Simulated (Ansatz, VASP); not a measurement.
# One calculation of AgI, two programs

File INCAR:

```
PREC = Accurate ; ENCUT = 500
EDIFF = 1E-6 ; ISMEAR = -1
SIGMA = 0.01 ; LREAL = F
LASPH = T ; NELM = 120
ALGO = Normal ; ISIF = 2
LWAVE = F ; LCHARG = T
GGA = PE ; LELF = T
LVHAR = T ; NBANDS = 16
GGA_COMPAT = F
```

The input KPOINTS:

```
Automatic mesh
0
Gamma
  7 7 7
```

File POSCAR:

```
AgI
1.0
    0.0000000000      3.2147778690      3.2147778690
    3.2147778690      0.0000000000      3.2147778690
    3.2147778690      3.2147778690      0.0000000000
Ag I
1 1
Direct
    0.0000000000      0.0000000000      0.0000000000
    0.7500000000      0.7500000000      0.7500000000
```

Input for Ansatz:

```yaml
crystal:
  lattice:
    - [0.0, 3.214777869, 3.214777869]
    - [3.214777869, 0.0, 3.214777869]
    - [3.214777869, 3.214777869, 0.0]
  atoms:
    - { symbol: Ag, position: [0.0, 0.0, 0.0] }
    - { symbol: I, position: [0.75, 0.75, 0.75] }
kpoints:
  mp_grid: { grid: [7, 7, 7] }
scf:
  occupations: { method: fermi_dirac, width: 0.01 }
hamiltonian:
  xc: pbe
  pseudopotentials: { kind: all_electron, lapw: { basis_error: 0.0005 } }
output:
  forces: true
  stress: true
  eigenvalues: true
```

Change from the starting cell: volume scaled by 0.98.

Alike in both runs: task single point; functional PBE; k mesh 7 × 7 × 7; occupations fermi-dirac, width 0.01 eV; no spin polarisation.

|  | VASP | Ansatz |
| --- | --- | --- |
| version | VASP 6.6.1 | Ansatz 0.2.0 |
| potentials or method | VASP PAW PBE potentials, release 64 (Ag, I), cutoff 500 eV | all-electron LAPW, scalar-relativistic |

|  | VASP | Ansatz | Ansatz less VASP |
| --- | --- | --- | --- |
| gap on the k mesh at the Fermi level (eV) | 1.34 | 1.34 | -0.003 |
| pressure (GPa) | 3.0 | 3.0 | +0.07 |

Ansatz ran all-electron here, and VASP with PAW potentials.

Neither program's run includes spin-orbit coupling.
